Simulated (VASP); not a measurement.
# SiC (Moissanite 3C) in VASP: further runs

Aim: see how the results for SiC (Moissanite 3C) move with the level of theory and the settings. Levels: PBEsol, PBE+D3(BJ). Tasks: single point.

Program: VASP 6.6.1. These are calculated values, not measurements. Logs are shortened: lines on timing, memory, paths and dates and some standing lists are left out, and cuts for length are marked.

## Step 1: The cell of the first run

Symmetry: I-4m2, No. 119, tetragonal system. The conventional cell has a = 3.082 Å, b = 3.082 Å, c = 4.445 Å, α = 90.00°, β = 90.00°, γ = 90.00°. Si (site symmetry -4m2) has 4 C at 1.90 Å within 2.5 Å. Within 2.5 Å of C (site symmetry -4m2) lie 4 Si at 1.90 Å.

## Step 2: Single point, PBEsol

File INCAR:

```
SYSTEM = SiC
PREC = Accurate ; ENCUT = 600
EDIFF = 1E-6 ; ISMEAR = -1
SIGMA = 0.05 ; LREAL = .False.
LASPH = .True. ; NELM = 120
ALGO = Normal ; ISIF = 2
LWAVE = .False. ; LCHARG = .False.
GGA = PS ; NBANDS = 11
GGA_COMPAT = .False.
```

File KPOINTS:

```
regular mesh
0
Gamma
  9 9 9
  0 0 0
```

File POSCAR:

```
SiC
1.0
    0.0000000000      2.1790000000      2.2225800000
    2.1790000000      0.0000000000      2.2225800000
    2.1790000000      2.1790000000      0.0000000000
Si C
1 1
Direct
    0.0000000000      0.0000000000      0.0000000000
    0.7500000000      0.7500000000      0.7500000000
```

Potentials or basis: VASP PAW PBE potentials, release 64 (Si, C).

Started as:

```console
> cat potpaw_PBE.64/Si/POTCAR potpaw_PBE.64/C/POTCAR > POTCAR
> mpirun -np 1 vasp_std > vasp.out
```

OUTCAR:

```text
SYSTEM = SiC
   PREC = Accurate
   ENCUT = 600
   EDIFF = 1E-6
   ISMEAR = -1
   LREAL = .False.
   LASPH = .True.
   NELM = 120
   ISIF = 2
   GGA = PS

 ion  position               nearest neighbor table
   1  0.000  0.000  0.000-   2 1.90   2 1.90   2 1.90   2 1.90
   2  0.750  0.750  0.750-   1 1.90   1 1.90   1 1.90   1 1.90

  LATTYP: Found a body centered tetragonal cell.
 ALAT       =     3.0815713524
 C/A-ratio  =     1.4424978336

  Lattice vectors:

 A1 = (  -2.1790000000,   0.0000000000,   2.2225800000)
 A2 = (   2.1790000000,   0.0000000000,   2.2225800000)
 A3 = (   0.0000000000,   2.1790000000,  -2.2225800000)

Analysis of symmetry for initial positions (statically):
=====================================================================
 Subroutine PRICEL returns:
 Original cell was already a primitive cell.

 Routine SETGRP: Setting up the symmetry group for a
 body centered tetragonal supercell.

 Subroutine GETGRP returns: Found  8 space group operations
 (whereof  8 operations were pure point group operations)
 out of a pool of 16 trial point group operations.

The static configuration has the point symmetry D_2d.

Analysis of symmetry for dynamics (positions and initial velocities):
=====================================================================
 Subroutine PRICEL returns:
 Original cell was already a primitive cell.

 Routine SETGRP: Setting up the symmetry group for a
 body centered tetragonal supercell.

 Subroutine GETGRP returns: Found  8 space group operations
 (whereof  8 operations were pure point group operations)
 out of a pool of 16 trial point group operations.

The dynamic configuration has the point symmetry D_2d.

 Subroutine INISYM returns: Found  8 space group operations
 (whereof  8 operations are pure point group operations),
 and found     1 'primitive' translations

----------------------------------------------------------------------------------------

                                     Primitive cell

  volume of cell :      21.1058

  direct lattice vectors                    reciprocal lattice vectors
     0.000000000  2.179000000  2.222580000    -0.229463056  0.229463056  0.224963781
     2.179000000  0.000000000  2.222580000     0.229463056 -0.229463056  0.224963781
     2.179000000  2.179000000  0.000000000     0.229463056  0.229463056 -0.224963781

  length of vectors
     3.112539615  3.112539615  3.081571352     0.394861104  0.394861104  0.394861104

  position of ions in fractional coordinates (direct lattice)
     0.000000000  0.000000000  0.000000000
     0.750000000  0.750000000  0.750000000

  ion indices of the primitive-cell ions
   primitive index   ion index
                 1           1
                 2           2

----------------------------------------------------------------------------------------

 KPOINTS: regular mesh

Automatic generation of k-mesh.
 Grid dimensions read from file:
 generate k-points for:    9    9    9

 Generating k-lattice:

  Cartesian coordinates                     Fractional coordinates (reciprocal lattice)
    -0.025495895  0.025495895  0.024995976     0.111111111 -0.000000000  0.000000000
     0.025495895 -0.025495895  0.024995976    -0.000000000  0.111111111  0.000000000
     0.025495895  0.025495895 -0.024995976     0.000000000  0.000000000  0.111111111

  Length of vectors
     0.043873456  0.043873456  0.043873456

  Shift w.r.t. Gamma in fractional coordinates (k-lattice)
     0.000000000  0.000000000  0.000000000

 Subroutine IBZKPT returns following result:
 ===========================================

 Found     75 irreducible k-points:

 Following reciprocal coordinates:
            Coordinates               Weight
  0.000000  0.000000  0.000000      1.000000
  0.111111  0.000000  0.000000      8.000000
  0.222222  0.000000  0.000000      8.000000
  0.333333  0.000000  0.000000      8.000000
  0.444444  0.000000  0.000000      8.000000
  0.111111  0.111111  0.000000      2.000000
[... 16 lines left out ...]
 -0.333333  0.333333  0.000000      4.000000
  0.444444  0.444444  0.000000      2.000000
 [... further k-points ...]
   k-points           NKPTS =     75   k-points in BZ     NKDIM =     75   number of bands    NBANDS=     11
   number of dos      NEDOS =    301   number of ions     NIONS =      2
   total plane-waves  NPLWV =  21952
   dimension x,y,z NGX =    28 NGY =   28 NGZ =   28
   dimension x,y,z NGXF=    56 NGYF=   56 NGZF=   56
   ions per type =               1   1
   NGX,Y,Z   is equivalent  to a cutoff of  14.96, 14.96, 15.11 a.u.
   NGXF,Y,Z  is equivalent  to a cutoff of  29.91, 29.91, 30.21 a.u.
 SYSTEM =  SiC
   PREC   = accura    normal or accurate (medium, high low for compatibility)
   ISTART =      0    job   : 0-new  1-cont  2-samecut
   ICHARG =      2    charge: 1-file 2-atom 10-const
   ISPIN  =      1    spin polarized calculation?
   LNONCOLLINEAR =      F non collinear calculations
   LSORBIT =      F    spin-orbit coupling
   LASPH  =      T    aspherical Exc in radial PAW
   ENCUT  =  600.0 eV  44.10 Ry    6.64 a.u.   6.22  6.22  6.15*2*pi/ulx,y,z
   NELM   =    120;   NELMIN=  2; NELMDL= -5     # of ELM steps
   EDIFF  = 0.1E-05   stopping-criterion for ELM
   LREAL  =      F    real-space projection
   EDIFFG = 0.1E-04   stopping-criterion for IOM
   NSW    =      0    number of steps for IOM
   IBRION =     -1    ionic relax: 0-MD 1-quasi-New 2-CG
   NFREE  =      0    steps in history (QN), initial steepest desc. (CG)
   ISIF   =      2    stress and relaxation
   ISYM   =      2    0-nonsym 1-usesym 2-fastsym
   POTIM  = 0.5000    time-step for ionic-motion
   TEBEG  =    0.0;   TEEND  =   0.0 temperature during run
   PSTRESS=    0.0 pullay stress
   NELECT =       8.0000    total number of electrons
   NUPDOWN=      -1.0000    fix difference up-down
   EMIN   =  10.00;   EMAX   =-10.00  energy-range for DOS
   EFERMI =   0.00;   METHOD = LEGACY
   ISMEAR =    -1;   SIGMA  =   0.05  broadening in eV -4-tet -1-fermi 0-gaus
   EFERMI_NEDOS =   21; number of points for ismear=-14 and -15
   IALGO  =     38    algorithm
   IMIX   =      4    mixing-type and parameters
     AMIX     =   0.40;   BMIX     =  1.00
     AMIX_MAG =   1.60;   BMIX_MAG =  1.00
  volume/ion in A,a.u.               =      10.55        71.21
  Fermi-wavevector in a.u.,A,eV,Ry     =   1.184780  2.238909 19.098532  1.403703
  Thomas-Fermi vector in A             =   2.320987
   LORBIT       =      0    0 simple, 1 ext, 2 COOP (PROOUT), +10 PAW based schemes
   GGA     = PS    functional components
   LHFCALC =     F    Hartree Fock is set to
   AEXX    =    0.0000 exact exchange contribution
   IVDW    =     0    specifies the selected vdW correction
   LEPSILON=     F    determine dielectric tensor
   LRPA    =     F    only Hartree local field effects (RPA)
 non-spin polarized calculation
  energy-cutoff  :      600.00
  volume of cell :       21.11
 maximum number of plane-waves:       717
 NGX is ok and might be reduce to    28
   NGX = 13   NGY = 13   NGZ = 13

 number of electron       8.0000000 magnetization

 Free energy of the ion-electron system (eV)
  ---------------------------------------------------
  ext. energy  EPLUGINS =         0.00000000
  ---------------------------------------------------
  free energy    TOTEN  =       -15.90630858 eV

  energy without entropy =      -15.90630855  energy(sigma->0) =      -15.90630857

 E-fermi :   8.5256     XC(G=0): -11.4201

 val. band max:        7.8828419611   @ k =   0.0000   0.0000   0.0000
 cond. band min:       9.1777660872   @ k =   0.4444   0.0000   0.4444
 fundamental gap:      1.2949241261
 Fermi energy:         8.5255986377

 k-point     1 :       0.0000    0.0000    0.0000
  band No.  band energies     occupation
      1      -7.4331      2.00000
      2       7.7451      2.00000
      3       7.8828      1.99999
      4       7.8828      1.99999
      5      13.7903      0.00000
      6      14.9286      0.00000
      7      14.9286      0.00000
      8      14.9788      0.00000
      9      21.8621      0.00000
     10      22.4772      0.00000
     11      23.7951      0.00000

 k-point     2 :       0.1111    0.0000    0.0000
  band No.  band energies     occupation
      1      -7.1949      2.00000
      2       6.6171      2.00000
      3       7.6196      2.00000
      4       7.7306      2.00000
      5      14.0715      0.00000
      6      15.1910      0.00000
      7      15.2278      0.00000
      8      15.3435      0.00000
      9      20.8440      0.00000
     10      21.3202      0.00000
     11      23.6571      0.00000

 k-point     3 :       0.2222    0.0000    0.0000
  band No.  band energies     occupation
      1      -6.4934      2.00000
      2       4.1994      2.00000
      3       7.2398      2.00000
      4       7.4014      2.00000
      5      13.6916      0.00000
      6      15.5079      0.00000
      7      15.6269      0.00000
      8      16.6459      0.00000
      9      20.4911      0.00000
     10      20.6863      0.00000
     11      22.7493      0.00000

 k-point     4 :       0.3333    0.0000    0.0000
  band No.  band energies     occupation
      1      -5.3897      2.00000
      2       1.6892      2.00000
      3       6.8878      2.00000
      4       7.0967      2.00000
      5      13.2582      0.00000
      6      15.1950      0.00000
      7      15.4283      0.00000
      8      17.5111      0.00000
      9      21.8500      0.00000
     10      21.8952      0.00000
     11      22.7514      0.00000
[... 239 lines left out ...]
 k-point    22 :      -0.4444    0.3333    0.0000
  band No.  band energies     occupation
      1      -2.7822      2.00000
      2       0.5634      2.00000
      3       2.8162      2.00000
      4       5.3333      2.00000
      5      10.8653      0.00000
      6      15.1151      0.00000
      7      19.4733      0.00000
      8      19.5217      0.00000
      9      21.2096      0.00000
     10      24.4842      0.00000
     11      28.9739      0.00000

 k-point    23 :      -0.3333    0.3333    0.0000
  band No.  band energies     occupation
      1      -2.8438      2.00000
      2       0.7394      2.00000
      3       2.1387      2.00000
      4       5.8137      2.00000
      5      11.6880      0.00000
      6      16.9503      0.00000
      7      18.4601      0.00000
      8      18.9095      0.00000
      9      20.5851      0.00000
     10      22.1566      0.00000
     11      28.9782      0.00000

 k-point    24 :       0.4444    0.4444    0.0000
  band No.  band energies     occupation
      1      -3.0177      2.00000
      2       0.4274      2.00000
      3       4.8697      2.00000
      4       4.8697      2.00000
      5       9.3434      0.00000
      6      12.2869      0.00000
      7      21.3539      0.00000
      8      21.3539      0.00000
      9      21.8275      0.00000
     10      27.3374      0.00000
     11      29.8354      0.00000

 [... further k-points ...]
[... 5 lines left out ...]
  --------------------------------------------------------------------------------------
  -------------------------------------------------------------------------------------
  Total       -0.3257971     -0.3257971     -1.0093151      0.0000000      0.0000000      0.0000000
  in kB      -24.7318128    -24.7318128    -76.6188260      0.0000000      0.0000000      0.0000000
  external PRESSURE =     -42.0274839 kB  Pullay stress =       0.0000000 kB

 VOLUME and BASIS-vectors are now :
 -----------------------------------------------------------------------------
  energy-cutoff  :      600.00
  volume of cell :       21.11
      direct lattice vectors                 reciprocal lattice vectors
     0.000000000  2.179000000  2.222580000    -0.229463056  0.229463056  0.224963781
     2.179000000  0.000000000  2.222580000     0.229463056 -0.229463056  0.224963781
     2.179000000  2.179000000  0.000000000     0.229463056  0.229463056 -0.224963781

 POSITION                                       TOTAL-FORCE (eV/Angst)
 -----------------------------------------------------------------------------------
      0.00000      0.00000      0.00000        -0.000000      0.000000      0.000000
      3.26850      3.26850      3.33387         0.000000     -0.000000     -0.000000
 -----------------------------------------------------------------------------------
    total drift:                                0.000000      0.000000      0.000000

  FREE ENERGIE OF THE ION-ELECTRON SYSTEM (eV)
  ---------------------------------------------------
  free  energy   TOTEN  =       -15.9063085835 eV

  energy  without entropy=      -15.9063085484  energy(sigma->0) =      -15.90630857
```

Run time: 15 s. Hardware: 1 thread of Intel Xeon Platinum 8488C (Sapphire Rapids), shared host; peak memory 0.16 GiB.

What came out:

* Free energy: -15.9063 eV
* Pressure: -4.2 GPa
* Band gap on the k mesh: 1.29 eV, indirect (least direct gap 4.47 eV)

Caveat: the PAW data sets were made with another functional, which shifts forces and pressure a little.

## Step 3: Single point, PBE+D3(BJ)

This run uses another cell than the first one, of 9.73 Å³/atom, 0.922 times its volume.

File INCAR:

```
PREC = Accurate
ENCUT = 600
EDIFF = 1E-6
ISMEAR = -1
SIGMA = 0.05
LREAL = F
LASPH = T
NELM = 120
ALGO = Normal
ISIF = 2
LWAVE = F
LCHARG = T
GGA = PE
IVDW = 12
LELF = T
LVHAR = T
NBANDS = 11
GGA_COMPAT = F
```

File KPOINTS:

```
Automatic mesh
0
Gamma
  10 10 10
```

File POSCAR:

```
SiC
1.0
    0.0000000000      2.1345181309      2.1345181309
    2.1345181309      0.0000000000      2.1345181309
    2.1345181309      2.1345181309      0.0000000000
Si C
1 1
Direct
    0.0000000000      0.0000000000      0.0000000000
    0.7500000000      0.7500000000      0.7500000000
```

Potentials or basis: VASP PAW PBE potentials, release 64 (Si, C).

Started as:

```console
> cat potpaw_PBE.64/Si/POTCAR potpaw_PBE.64/C/POTCAR > POTCAR
> mpirun -np 1 vasp_std > vasp.out
```

Run time: 21 s. Hardware: 1 thread of AMD EPYC 7R43 (Zen 3), shared host; peak memory 0.11 GiB.

It converged, with:

```
Free energy                : -15.6171 eV
Pressure                   : 13.4 GPa
Band gap on the k mesh     : 1.30 eV, indirect (least direct gap 4.60 eV)
Dispersion energy per atom : -0.320 eV
```

Levels at points of the mesh, in eV from the valence-band top:
```tsv
k point	band 1	band 2	band 3	band 4	band 5	band 6	band 7	band 8
(0.00, 0.00, 0.00)	-15.90	0.00	0.00	0.00	6.96	7.75	7.75	7.75
(0.50, 0.00, 0.00)	-12.09	-8.88	-1.06	-1.06	6.00	7.48	7.48	10.40
(0.50, 0.50, 0.00)	-10.58	-8.00	-3.30	-3.30	1.30	4.54	14.77	14.77
```
